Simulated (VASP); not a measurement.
A run of VASP 6.6.1:

Contents of INCAR:

```
PREC = Accurate
ENCUT = 600
EDIFF = 1E-6
ISMEAR = -1
SIGMA = 0.05
LREAL = F
LASPH = T
NELM = 80
ALGO = Normal
ISIF = 3
LWAVE = F
LCHARG = F
GGA = PS
IBRION = 2
NSW = 60
EDIFFG = -0.005
PSTRESS = 510.0
```

The input KPOINTS:

```
Automatic mesh
0
Gamma
  18 18 18
```

POSCAR

```
Nb
1.0
   -1.5453877935      1.5453877935      1.5453877935
    1.5453877935     -1.5453877935      1.5453877935
    1.5453877935      1.5453877935     -1.5453877935
Nb
1
Direct
    0.0000000000      0.0000000000      0.0000000000
```

Potentials or basis: VASP PAW PBE potentials, release 64 (Nb_sv).

The run is started by

```console
$ cat potpaw_PBE.64/Nb_sv/POTCAR > POTCAR
$ mpirun -np 1 vasp_std > vasp.out
```

Hardware: 1 thread of AMD EPYC 9R45 96-Core Processor (Zen 5), with other jobs on the host.

**Question.** How long does it take, and how much memory?

**Answer.** Run time: 59 s on 1 thread of AMD EPYC 9R45 96-Core Processor (Zen 5), on a shared host, peak memory 0.15 GiB. Counts: scf iterations 37, k points 195, ion steps 4.
